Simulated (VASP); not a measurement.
Input of a VASP 6.6.1 run:

File POSCAR:

```
NaCaI3
1.0
    6.2460438849      0.0000000000      0.0000000000
    0.0000000000      6.2460438849      0.0000000000
    0.0000000000      0.0000000000      6.2460438849
Na Ca I
1 1 3
Direct
    0.0000000000      0.0000000000      0.0000000000
    0.5000000000      0.5000000000      0.5000000000
    0.5000000000      0.5000000000      0.0000000000
    0.5000000000      0.0000000000      0.5000000000
    0.0000000000      0.5000000000      0.5000000000
```

The input INCAR.step1:

```
SYSTEM = NaCaI3
PREC = Accurate
ENCUT = 520
ISMEAR = 0
SIGMA = 0.01
LREAL = .False.
LASPH = .True.
NELM = 80
NBANDS = 27
GGA = PE
ALGO = Normal
EDIFF = 1E-4
LWAVE = .True.
LCHARG = .False.
```

File INCAR.step2:

```
SYSTEM = NaCaI3
PREC = Accurate
ENCUT = 520
EDIFF = 1E-7
ISMEAR = 0
SIGMA = 0.01
LREAL = .False.
LASPH = .True.
NELM = 80
ALGO = Normal
ISIF = 2
LWAVE = .False.
LCHARG = .False.
METAGGA = R2SCAN
LMIXTAU = .True.
NBANDS = 27
ISTART = 1
```

KPOINTS

```
Automatic mesh
0
Gamma
  4 4 4
  0 0 0
```

Potentials or basis: VASP PAW PBE potentials, release 64 (Na_pv, Ca_sv, I).

Launch:

```sh
$ cat potpaw_PBE.64/Na_pv/POTCAR potpaw_PBE.64/Ca_sv/POTCAR potpaw_PBE.64/I/POTCAR > POTCAR
$ cp INCAR.step1 INCAR
$ mpirun -np 1 vasp_std > vasp.out
$ cp INCAR.step2 INCAR
$ mpirun -np 1 vasp_std > vasp.out
```

Task: Estimate the band gap on the k mesh.

Result: 3.10 eV (least direct gap 3.45 eV).

Task: What does it give for the pressure?

Result: -0.8 GPa.

Caveat: the PAW data sets were made with another functional, which shifts forces and pressure a little; spin-orbit coupling is left out, which moves the levels of the heavy elements. A k mesh can miss the band edges.
